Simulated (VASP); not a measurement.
Here is a VASP 6.6.1 calculation.

The input INCAR:

```
SYSTEM = Tl
PREC = Accurate
ENCUT = 520
EDIFF = 1E-6
ISMEAR = -1
SIGMA = 0.1
LREAL = .False.
LASPH = .True.
NELM = 60
ALGO = Normal
ISIF = 2
LWAVE = .False.
LCHARG = .True.
LELF = .True.
LVHAR = .True.
NBANDS = 12
```

File KPOINTS:

```
regular mesh
0
Gamma
  12 12 12
  0 0 0
```

File POSCAR:

```
Tl
1.0
    3.0842140762      0.0000000000      0.0000000000
    0.0000000000      3.0842140762      0.0000000000
    0.0000000000      0.0000000000      3.0842140762
Tl
1
Direct
    0.0000000000      0.0000000000      0.0000000000
```

Potentials or basis: VASP PAW LDA potentials, release 64 (Tl_d).

The run is started by

```console
$ cat potpaw_LDA.64/Tl_d/POTCAR > POTCAR
$ mpirun -np 1 vasp_std > vasp.out
```

(1) What does it give for the pressure?

Results:

(1) 0.2 GPa.
